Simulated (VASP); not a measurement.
# Al8O in VASP: a series of runs

Runs on Al8O. Level: PBE. Tasks: relaxation of the atoms, single point.

All numbers are computed with VASP 6.6.1; they aren't measurements. Logs are shortened: lines on timing, memory, paths and dates and some standing lists are left out, and cuts for length are marked.

### 1 The cell of the first run

The cell holds a slab with vacuum, 9 atoms: a = 2.854 Å, b = 2.854 Å, c = 31.975 Å, α = 90.00°, β = 90.00°, γ = 120.00°.

### 2 Relaxation of the atoms, PBE

INCAR reads:

```
  ALGO = Normal
  DIPOL = 0.5 0.5 0.417
  EDIFF = 1E-6
  EDIFFG = -0.025
  ENCUT = 520
  GGA = PE
  IBRION = 2
  IDIPOL = 3
  ISIF = 2
  ISMEAR = 0
  LASPH = T
  LCHARG = F
  LDIPOL = T
  LREAL = F
  LWAVE = F
  NELM = 80
  NSW = 36
  PREC = Accurate
  SIGMA = 0.1
```

KPOINTS reads:

```
k-points
0
Gamma
  9 9 1
```

POSCAR reads:

```
Al8O
1.0
    2.8535431553      0.0000000000      0.0000000000
   -1.4267715777      2.4712408633      0.0000000000
    0.0000000000      0.0000000000     31.9749292464
Al O
8 1
Selective dynamics
Direct
    0.3333333333      0.6666666667      0.1250980094  F F F
    0.0000000000      0.0000000000      0.1984481215  F F F
    0.6666666667      0.3333333333      0.2717982335  F F F
    0.0000000000      0.0000000000      0.3451483456  F F F
    0.3333333333      0.6666666667      0.4179223920  F F F
    0.0000000000      0.0000000000      0.4916598235  F F F
    0.6666666667      0.3333333333      0.5654146328  F F F
    0.0000000000      0.0000000000      0.6403432229  F F F
    0.0000000000      0.0000000000      0.6991392874  F F T
```

Potentials or basis: VASP PAW PBE potentials, release 64 (Al, O).

Command:

```console
cat potpaw_PBE.64/Al/POTCAR potpaw_PBE.64/O/POTCAR > POTCAR
mpirun -np 1 vasp_std > vasp.out
```

OUTCAR:

```text
EDIFF = 1E-6
   EDIFFG = -0.025
   ENCUT = 520
   GGA = PE
   IBRION = 2
   ISIF = 2
   ISMEAR = 0
   LASPH = T
   LREAL = F
   NELM = 80
   NSW = 36
   PREC = Accurate

 ion  position               nearest neighbor table
   1  0.333  0.667  0.125-   2 2.87   2 2.87   2 2.87
   2  0.000  0.000  0.198-   3 2.87   3 2.87   3 2.87   1 2.87   1 2.87   1 2.87
   3  0.667  0.333  0.272-   2 2.87   2 2.87   2 2.87   4 2.87   4 2.87   4 2.87
   4  0.000  0.000  0.345-   5 2.85   5 2.85   5 2.85   3 2.87   3 2.87   3 2.87
   5  0.333  0.667  0.418-   4 2.85   4 2.85   4 2.85   6 2.88   6 2.88   6 2.88
   6  0.000  0.000  0.492-   5 2.88   5 2.88   5 2.88   7 2.88   7 2.88   7 2.88
   7  0.667  0.333  0.565-   6 2.88   6 2.88   6 2.88   8 2.91   8 2.91   8 2.91
   8  0.000  0.000  0.640-   9 1.88   7 2.91   7 2.91   7 2.91
   9  0.000  0.000  0.699-   8 1.88

  LATTYP: Found a hexagonal cell.
 ALAT       =     2.8535431553
 C/A-ratio  =    11.2053427988

  Lattice vectors:

 A1 = (   2.8535431553,   0.0000000000,   0.0000000000)
 A2 = (  -1.4267715777,   2.4712408633,   0.0000000000)
 A3 = (   0.0000000000,   0.0000000000,  31.9749292464)

Analysis of symmetry for initial positions (statically):
=====================================================================
 Subroutine PRICEL returns:
 Original cell was already a primitive cell.

 Routine SETGRP: Setting up the symmetry group for a
 hexagonal supercell.

 Subroutine GETGRP returns: Found  6 space group operations
 (whereof  6 operations were pure point group operations)
 out of a pool of 24 trial point group operations.

The static configuration has the point symmetry C_3v.

Analysis of symmetry for dynamics (positions and initial velocities):
=====================================================================
 Subroutine PRICEL returns:
 Original cell was already a primitive cell.

 Routine SETGRP: Setting up the symmetry group for a
 hexagonal supercell.

 Subroutine GETGRP returns: Found  6 space group operations
 (whereof  6 operations were pure point group operations)
 out of a pool of 24 trial point group operations.

The dynamic configuration has the point symmetry C_3v.

Analysis of constrained symmetry for selective dynamics:
=====================================================================
 Subroutine PRICEL returns:
 Original cell was already a primitive cell.

 Routine SETGRP: Setting up the symmetry group for a
 hexagonal supercell.

 Subroutine GETGRP returns: Found  6 space group operations
 (whereof  6 operations were pure point group operations)
 out of a pool of 24 trial point group operations.

The constrained configuration has the point symmetry C_3v.

 Subroutine INISYM returns: Found  6 space group operations
 (whereof  6 operations are pure point group operations),
 and found     1 'primitive' translations

----------------------------------------------------------------------------------------

                                     Primitive cell

  volume of cell :     225.4806

  direct lattice vectors                    reciprocal lattice vectors
     2.853543155  0.000000000  0.000000000     0.350441520  0.202327506  0.000000000
    -1.426771578  2.471240863  0.000000000     0.000000000  0.404655012  0.000000000
     0.000000000  0.000000000 31.974929246     0.000000000  0.000000000  0.031274502

  length of vectors
     2.853543155  2.853543155 31.974929246     0.404655012  0.404655012  0.031274502

  position of ions in fractional coordinates (direct lattice)
     0.333333333  0.666666667  0.125098009
     0.000000000  0.000000000  0.198448122
     0.666666667  0.333333333  0.271798234
     0.000000000  0.000000000  0.345148346
     0.333333333  0.666666667  0.417922392
     0.000000000  0.000000000  0.491659824
     0.666666667  0.333333333  0.565414633
     0.000000000  0.000000000  0.640343223
     0.000000000  0.000000000  0.699139287

  ion indices of the primitive-cell ions
   primitive index   ion index
                 1           1
                 2           2
                 3           3
                 4           4
                 5           5
                 6           6
                 7           7
                 8           8
                 9           9

----------------------------------------------------------------------------------------

 KPOINTS: k-points

Automatic generation of k-mesh.
 Grid dimensions read from file:
 generate k-points for:    9    9    1

 Generating k-lattice:

  Cartesian coordinates                     Fractional coordinates (reciprocal lattice)
     0.038937947  0.022480834  0.000000000     0.111111111  0.000000000  0.000000000
     0.000000000  0.044961668  0.000000000     0.000000000  0.111111111  0.000000000
     0.000000000  0.000000000  0.031274502     0.000000000  0.000000000  1.000000000

  Length of vectors
     0.044961668  0.044961668  0.031274502

  Shift w.r.t. Gamma in fractional coordinates (k-lattice)
     0.000000000  0.000000000  0.000000000

 Subroutine IBZKPT returns following result:
 ===========================================

 Found     12 irreducible k-points:

 Following reciprocal coordinates:
            Coordinates               Weight
  0.000000  0.000000  0.000000      1.000000
  0.111111  0.000000  0.000000      6.000000
  0.222222 -0.000000  0.000000      6.000000
  0.333333 -0.000000  0.000000      6.000000
  0.444444 -0.000000  0.000000      6.000000
  0.111111  0.111111  0.000000      6.000000
  0.222222  0.111111  0.000000     12.000000
  0.333333  0.111111  0.000000     12.000000
  0.444444  0.111111  0.000000      6.000000
  0.222222  0.222222  0.000000      6.000000
  0.333333  0.222222  0.000000     12.000000
  0.333333  0.333333  0.000000      2.000000
   k-points           NKPTS =     12   k-points in BZ     NKDIM =     12   number of bands    NBANDS=     20
   number of dos      NEDOS =    301   number of ions     NIONS =      9
   total plane-waves  NPLWV = 138240
   dimension x,y,z NGX =    24 NGY =   24 NGZ =  240
   dimension x,y,z NGXF=    48 NGYF=   48 NGZF=  480
   ions per type =               8   1
   NGX,Y,Z   is equivalent  to a cutoff of  13.98, 13.98, 12.48 a.u.
   NGXF,Y,Z  is equivalent  to a cutoff of  27.96, 27.96, 24.96 a.u.
 SYSTEM =  unknown system
   PREC   = accura    normal or accurate (medium, high low for compatibility)
   ISTART =      0    job   : 0-new  1-cont  2-samecut
   ICHARG =      2    charge: 1-file 2-atom 10-const
   ISPIN  =      1    spin polarized calculation?
   LNONCOLLINEAR =      F non collinear calculations
   LSORBIT =      F    spin-orbit coupling
   LASPH  =      T    aspherical Exc in radial PAW
   ENCUT  =  520.0 eV  38.22 Ry    6.18 a.u.   5.31  5.31 59.45*2*pi/ulx,y,z
   NELM   =     80;   NELMIN=  2; NELMDL= -5     # of ELM steps
   EDIFF  = 0.1E-05   stopping-criterion for ELM
   LREAL  =      F    real-space projection
   EDIFFG = -.3E-01   stopping-criterion for IOM
   NSW    =     36    number of steps for IOM
   IBRION =      2    ionic relax: 0-MD 1-quasi-New 2-CG
   NFREE  =      1    steps in history (QN), initial steepest desc. (CG)
   ISIF   =      2    stress and relaxation
   ISYM   =      2    0-nonsym 1-usesym 2-fastsym
   POTIM  = 0.5000    time-step for ionic-motion
   TEBEG  =    0.0;   TEEND  =   0.0 temperature during run
   PSTRESS=    0.0 pullay stress
   NELECT =      30.0000    total number of electrons
   NUPDOWN=      -1.0000    fix difference up-down
   EMIN   =  10.00;   EMAX   =-10.00  energy-range for DOS
   EFERMI =   0.00;   METHOD = LEGACY
   ISMEAR =     0;   SIGMA  =   0.10  broadening in eV -4-tet -1-fermi 0-gaus
   EFERMI_NEDOS =   21; number of points for ismear=-14 and -15
   IALGO  =     38    algorithm
   IMIX   =      4    mixing-type and parameters
     AMIX     =   0.40;   BMIX     =  1.00
     AMIX_MAG =   1.60;   BMIX_MAG =  1.00
  volume/ion in A,a.u.               =      25.05       169.07
  Fermi-wavevector in a.u.,A,eV,Ry     =   0.835755  1.579348  9.503480  0.698486
  Thomas-Fermi vector in A             =   1.949366
   LORBIT       =      0    0 simple, 1 ext, 2 COOP (PROOUT), +10 PAW based schemes
   GGA     = PE    functional components
   LHFCALC =     F    Hartree Fock is set to
   AEXX    =    0.0000 exact exchange contribution
   IVDW    =     0    specifies the selected vdW correction
   LEPSILON=     F    determine dielectric tensor
   LRPA    =     F    only Hartree local field effects (RPA)
 conjugate gradient relaxation of ions
 non-spin polarized calculation
 Gauss-broadening in eV      SIGMA  =   0.10
  energy-cutoff  :      520.00
  volume of cell :      225.48
 maximum number of plane-waves:      6109
 NGX is ok and might be reduce to    24
   NGX = 11   NGY = 11   NGZ =119

 dipolmoment           0.000000      0.000000     -0.235570 electrons x Angstroem

--------------------------------------- Ionic step        1  -------------------------------------------

 number of electron      30.0000004 magnetization

 Free energy of the ion-electron system (eV)
  ---------------------------------------------------
  ext. energy  EPLUGINS =         0.00000000
  ---------------------------------------------------
  free energy    TOTEN  =       -33.94036885 eV

  energy without entropy =      -33.91144036  energy(sigma->0) =      -33.92590461

------------------------ aborting loop because EDIFF is reached ----------------------------------------

  FORCE on cell =-STRESS in cart. coord.  units (eV):
  Direction    XX          YY          ZZ          XY          YZ          ZX
  --------------------------------------------------------------------------------------
  -------------------------------------------------------------------------------------
  Total       -0.9184043     -0.9184043     -4.8663895      0.0000000     -0.0000000      0.0000000
  in kB       -6.5258242     -6.5258242    -34.5786743      0.0000000     -0.0000000      0.0000000
  external PRESSURE =     -15.8767742 kB  Pullay stress =       0.0000000 kB
[... 114 lines left out ...]
  energy  without entropy=      -34.2338295906  energy(sigma->0) =      -34.24761299

--------------------------------------- Ionic step        4  -------------------------------------------

 number of electron      30.0000001 magnetization

 dipolmoment           0.000000      0.000000      0.220548 electrons x Angstroem

 Free energy of the ion-electron system (eV)
  ---------------------------------------------------
  ext. energy  EPLUGINS =         0.00000000
  ---------------------------------------------------
  free energy    TOTEN  =       -34.26168138 eV

  energy without entropy =      -34.23404308  energy(sigma->0) =      -34.24786223

 E-fermi :   1.9012     XC(G=0):  -6.8850

 val. band max:        1.8842545482   @ k =   0.4444   0.1111   0.0000
 cond. band min:       1.9099052390   @ k =   0.4444  -0.0000   0.0000
 fundamental gap:      0.0256506908
 Fermi energy:         1.9012003905

 k-point     1 :       0.0000    0.0000    0.0000
  band No.  band energies     occupation
      1     -14.9954      2.00000
      2      -9.0769      2.00000
      3      -8.7581      2.00000
      4      -8.2707      2.00000
      5      -7.5378      2.00000
      6      -6.6873      2.00000
[... 12 lines left out ...]
     19       7.8671      0.00000
[... 239 lines left out ...]
      6      -0.9458      2.00000
[... 12 lines left out ...]
     19       1.4703      2.00000
     20       1.7342      1.98183

------------------------ aborting loop because EDIFF is reached ----------------------------------------

 vacuum level on the upper side and lower side of the slab       (xc-potential included)         2.601        -2.995

  FORCE on cell =-STRESS in cart. coord.  units (eV):
  Direction    XX          YY          ZZ          XY          YZ          ZX
  --------------------------------------------------------------------------------------
  -------------------------------------------------------------------------------------
  Total       -0.4906025     -0.4906025      0.4627767      0.0000000     -0.0000000      0.0000000
  in kB       -3.4860306     -3.4860306      3.2883115      0.0000000     -0.0000000      0.0000000
  external PRESSURE =      -1.2279165 kB  Pullay stress =       0.0000000 kB

 VOLUME and BASIS-vectors are now :
 -----------------------------------------------------------------------------
  energy-cutoff  :      520.00
  volume of cell :      225.48
      direct lattice vectors                 reciprocal lattice vectors
     2.853543155  0.000000000  0.000000000     0.350441520  0.202327506  0.000000000
    -1.426771578  2.471240863  0.000000000     0.000000000  0.404655012  0.000000000
     0.000000000  0.000000000 31.974929246     0.000000000  0.000000000  0.031274502
[... 15 lines left out ...]
  FREE ENERGIE OF THE ION-ELECTRON SYSTEM (eV)
  ---------------------------------------------------
  free  energy   TOTEN  =       -34.2616813769 eV

  energy  without entropy=      -34.2340430770  energy(sigma->0) =      -34.24786223

 reached required accuracy - stopping structural energy minimisation

 vacuum level on the upper side and lower side of the slab        11.552         5.854
```

Wall time 18 min (1 thread of AMD EPYC 7R13, shared host); peak memory 0.37 GiB.

Results:

| Item | Value |
| --- | --- |
| Free energy | -34.2617 eV |
| Energy gained by relaxing | 35.7 meV/atom |
| Ionic steps | 4 |

The path:
```tsv
step	energy change (eV)	largest force on free atoms (eV/Å)	pressure (GPa)
1	0.0000	2.7773	-1.59
2	-0.2839	1.2213	-0.70
3	-0.3210	0.1204	-0.05
4	-0.3213	0.0180	-0.12
```

Final structure:
```
CELL_PARAMETERS angstrom
2.85354 0.00000 0.00000
-1.42677 2.47124 0.00000
0.00000 0.00000 31.97493
ATOMIC_POSITIONS crystal
Al 0.33333 0.66667 0.12510
Al 0.00000 0.00000 0.19845
Al 0.66667 0.33333 0.27180
Al 0.00000 0.00000 0.34515
Al 0.33333 0.66667 0.41792
Al 0.00000 0.00000 0.49166
Al 0.66667 0.33333 0.56541
Al 0.00000 0.00000 0.64034
O 0.00000 0.00000 0.69316
```

Caveat: the highest band is partly filled, so the run has too few bands.

### 3 Single point, PBE

INCAR reads:

```
SYSTEM = Al8O
  PREC = Accurate
  ENCUT = 520
  EDIFF = 1E-6
  ISMEAR = 0
  SIGMA = 0.1
  LREAL = .FALSE.
  LASPH = .TRUE.
  NELM = 80
  ALGO = Normal
  ISIF = 2
  LWAVE = .FALSE.
  LCHARG = .FALSE.
  LDIPOL = .TRUE.
  IDIPOL = 3
  DIPOL = 0.5 0.5 0.417
  GGA = PE
  NBANDS = 25
```

KPOINTS reads:

```
regular mesh
0
G
  9 9 1
  0 0 0
```

POSCAR reads:

```
Al8O
1.0
    2.8535431553      0.0000000000      0.0000000000
   -1.4267715777      2.4712408633      0.0000000000
    0.0000000000      0.0000000000     31.9749292464
Al O
8 1
Direct
    0.3333333333      0.6666666667      0.1250980094
    0.0000000000      0.0000000000      0.1984481215
    0.6666666667      0.3333333333      0.2717982335
    0.0000000000      0.0000000000      0.3451483456
    0.3333333333      0.6666666667      0.4179223920
    0.0000000000      0.0000000000      0.4916598235
    0.6666666667      0.3333333333      0.5654146328
    0.0000000000      0.0000000000      0.6403432229
    0.0000000000      0.0000000000      0.6930455926
```

Potentials or basis: VASP PAW PBE potentials, release 64 (Al, O).

Command:

```console
cat potpaw_PBE.64/Al/POTCAR potpaw_PBE.64/O/POTCAR > POTCAR
mpirun -np 1 vasp_std > vasp.out
```

It took 95 s on 1 thread of Intel Xeon 6975P-C (Granite Rapids), shared host; peak memory 0.38 GiB.

It converged, with:

- Free energy: -34.2616 eV
- Largest force: 0.248 eV/Å
- Band gap on the k mesh: zero (bands 15 and 16 overlap by 2.62 eV)

Forces on the atoms (eV/Å):
```
Al   0.000  0.000 -0.159
Al   0.000  0.000  0.026
Al   0.000  0.000  0.060
Al   0.000  0.000 -0.011
Al   0.000  0.000  0.176
Al   0.000  0.000 -0.138
Al   0.000  0.000  0.230
Al   0.000  0.000 -0.248
O    0.000  0.000  0.063
```

Levels at points of the mesh, in eV from the Fermi level:
```csv
k point,band 12,band 13,band 14,band 15,band 16,band 17
"(0.00, 0.00, 0.00)",-1.13,0.38,0.41,0.41,2.06,3.55
```

### 4 Single point, PBE

INCAR: that of step 3 with these lines changed.

```diff
@@ -8,3 +8,3 @@
   LASPH = .TRUE.
-  NELM = 80
+  NELM = 100
   ALGO = Normal
@@ -15,3 +15,3 @@
   IDIPOL = 3
-  DIPOL = 0.5 0.5 0.417
+  DIPOL = 0.5 0.5 0.413
   GGA = PE
```

KPOINTS is that of step 3.

POSCAR: that of step 3 with these lines changed.

```diff
@@ -16,2 +16,2 @@
     0.0000000000      0.0000000000      0.6403432229
-    0.0000000000      0.0000000000      0.6930455926
+    0.3333333333      0.6666666667      0.6630715017
```

Command:

```console
cat potpaw_PBE.64/Al/POTCAR potpaw_PBE.64/O/POTCAR > POTCAR
mpirun -np 1 vasp_std > vasp.out
```

Run time: 1.7 min. Hardware: 1 thread of Intel Xeon 6975P-C (Granite Rapids), shared host; peak memory 0.38 GiB.

Results (log left out):

```yaml
Free_energy: -38.7720 eV
Largest_force: 0.178 eV/Å
Band_gap_on_the_k_mesh: zero (bands 15 and 16 overlap by 3.17 eV)
```

Forces in eV/Å, atoms in the order of the input:
```
Al   0.000  0.000 -0.061
Al   0.000  0.000  0.038
Al   0.000  0.000  0.019
Al   0.000  0.000 -0.074
Al   0.000  0.000  0.178
Al   0.000  0.000 -0.044
Al   0.000  0.000 -0.060
Al   0.000  0.000  0.020
O    0.000  0.000 -0.014
```

Levels at points of the mesh, in eV from the Fermi level:
| k point | band 11 | band 12 | band 13 | band 14 | band 15 | band 16 | band 17 | band 18 |
| --- | --- | --- | --- | --- | --- | --- | --- | --- |
| (0.00, 0.00, 0.00) | -4.65 | -4.00 | -2.45 | -0.80 | 0.94 | 2.55 | 3.69 | 4.47 |

### 5 Single point, PBE

INCAR reads:

```
SYSTEM = Al8O
PREC = Accurate
ENCUT = 520
EDIFF = 1E-7
ISMEAR = 0
SIGMA = 0.1
LREAL = .FALSE.
LASPH = .TRUE.
NELM = 80
ALGO = Normal
ISIF = 2
LWAVE = .FALSE.
LCHARG = .FALSE.
LDIPOL = .TRUE.
IDIPOL = 3
DIPOL = 0.5 0.5 0.413
GGA = PE
NBANDS = 25
```

KPOINTS is that of step 4.

POSCAR: that of step 4 with these lines changed.

```diff
@@ -16,2 +16,2 @@
     0.0000000000      0.0000000000      0.6403432229
-    0.3333333333      0.6666666667      0.6630715017
+    0.6666666667      0.3333333333      0.6635438512
```

Command:

```console
cat potpaw_PBE.64/Al/POTCAR potpaw_PBE.64/O/POTCAR > POTCAR
mpirun -np 1 vasp_std > vasp.out
```

Wall time 2 min (1 thread of Intel Xeon 6975P-C (Granite Rapids), shared host); peak memory 0.38 GiB.

The run converged. Its results:

```
Free energy            : -38.5866 eV
Largest force          : 0.140 eV/Å
Band gap on the k mesh : zero (bands 15 and 16 overlap by 3.13 eV)
```

Forces on the atoms (eV/Å):
```
Al   0.000  0.000 -0.079
Al   0.000  0.000  0.047
Al   0.000  0.000  0.017
Al   0.000  0.000 -0.045
Al   0.000  0.000  0.140
Al   0.000  0.000 -0.051
Al   0.000  0.000 -0.119
Al   0.000  0.000  0.100
O    0.000  0.000 -0.011
```

Levels at points of the mesh, in eV from the Fermi level:
```tsv
k point	band 12	band 13	band 14	band 15	band 16	band 17
(0.00, 0.00, 0.00)	-4.05	-2.49	-0.83	0.90	2.49	3.61
```

### 6 Summary

```csv
task,cell,atoms held fixed (from 0),gap on the mesh (eV),largest force (eV/Å)
relaxation of the atoms,"atoms relaxed, atomic positions A","[0, 1, 2, 3, 4, 5, 6, 7, 8]",-,-
single point,"as given, atomic positions B",-,none,0.25
single point,"as given, atomic positions C",-,none,0.18
single point,"as given, atomic positions D",-,none,0.14
```

Alike in all rows: level PBE; potentials or basis VASP PAW PBE potentials, release 64 (Al, O); no spin polarisation; k mesh 9 × 9 × 1; cutoff (eV) 520; smearing gaussian 0.1 eV.

Caveats: the highest band is partly filled, so the run has too few bands (at least some runs).

Total energies depend on the potentials used, so only differences within one code and one set of settings carry meaning.
